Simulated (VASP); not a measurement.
Input of a VASP 6.6.1 run:

INCAR

```
PREC     = Accurate       # precision mode
ENCUT    = 520            # plane-wave cutoff, eV
EDIFF    = 1E-6           # SCF threshold, eV
ISMEAR   = 0              # smearing method
SIGMA    = 0.15           # smearing width, eV
LREAL    = F              # projectors in reciprocal space
LASPH    = T              # aspherical terms in the spheres
NELM     = 80             # most SCF steps
ALGO     = Fast           # electronic algorithm
ISIF     = 2              # what is computed and relaxed
LWAVE    = F              # write WAVECAR
LCHARG   = F              # write CHGCAR
GGA      = CA             # functional
IBRION   = 2              # ionic algorithm
NSW      = 70             # ionic steps
EDIFFG   = -0.01          # ionic threshold
KPAR     = 4
```

Contents of KPOINTS:

```
Automatic mesh
0
Gamma
  20 20 12
```

The input POSCAR:

```
Cu
1.0
   -1.4273957350      1.4273957350      1.3410790631
    1.4273957350     -1.4273957350      1.3410790631
    2.8547914700      2.8547914700      0.0000000000
Cu
2
Direct
    0.0517674649     -0.0517674649      0.0000000000
    0.4482325351      0.5517674649      0.5000000000
```

Potentials or basis: VASP PAW LDA potentials, release 64 (Cu).

Run with:

```bash
$ cat potpaw_LDA.64/Cu/POTCAR > POTCAR
$ mpirun -np 4 vasp_std > vasp.out
```

(1) Predict the band gap on the k mesh.

Answers

(1) zero (bands 11 and 12 overlap by 6.40 eV).

Caveat: the relaxation stopped at its first step, so nothing moved.
